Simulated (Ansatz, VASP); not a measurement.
## EuOs: VASP beside Ansatz

```
Eu Os
1.0
     3.53492    0.00000    0.00000
     0.00000    3.53492    0.00000
     0.00000    0.00000    3.53492
Eu Os
1 1
Direct
  0.00000 0.00000 0.00000
  0.50000 0.50000 0.50000
```

Alike in both runs: task single point; functional PBE; k mesh 10 × 10 × 10; occupations gaussian, width 0.05 eV; collinear spin.

|  | VASP | Ansatz |
| --- | --- | --- |
| version | VASP 6.6.1 | Ansatz 0.2.0 |
| potentials or method | VASP PAW PBE potentials, release 64 (Eu, Os), cutoff 520 eV | scalar-relativistic, plane waves, PAW |
| valence electrons in the cell | 25 | 33 |

|  | VASP | Ansatz | Ansatz less VASP |
| --- | --- | --- | --- |
| gap on the k mesh at the Fermi level (eV) | none | none | - |
| pressure (GPa) | -5.8 | -5.8 | -0.01 |
| net moment per atom (μB) | 2.85 | 2.85 | 0.000 |
| size of the moment on the site where the two differ most (μB) | 6.29 | 6.42 | +0.134 |

Site moments also hang on the region over which each program counts them. A gap of «none» marks a metal or a gap that the smearing closes. VASP's potentials hold 25 valence electrons a cell and Ansatz's 33, so a difference there can come from the potentials and not from the codes. Ansatz's warnings: given moment on shells.

Spin-orbit coupling is off throughout.
